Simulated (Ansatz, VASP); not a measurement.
**Two plane-wave programs on LiH**

```
Li H
1.0
     0.00000    1.95490    1.95490
     1.95490    0.00000    1.95490
     1.95490    1.95490    0.00000
Li H
1 1
Direct
  0.00000 0.00000 0.00000
  0.50000 0.50000 0.50000
```

Alike in both runs: task single point; functional HSE06; k mesh 4 × 4 × 4; occupations fermi-dirac, width 0.05 eV; no spin polarisation.

|  | VASP | Ansatz |
| --- | --- | --- |
| version | VASP 6.6.1 | Ansatz 0.2.0 development build |
| potentials or method | VASP PAW PBE potentials, release 64 (Li_sv, H) | plane waves, PAW datasets (generated soft set 1) |
| plane-wave cutoff (eV) | 520 | 420 |
| valence electrons in the cell | 4 | 4 |

Ansatz gave:

```
gap on the k mesh at the Fermi level (eV) : 3.95
```

What did VASP give for the same quantities?

gap on the k mesh at the Fermi level (eV): 3.96.

The functional is the same, so the differences come from potentials, cutoffs and numerics. Ansatz's warnings: stress exchange threshold loose, stress scf threshold loose.

The k mesh is coarse, so the values compare programs but aren't converged. Noted on VASP's run: the cutoff is short for stress, so the pressure is rough.
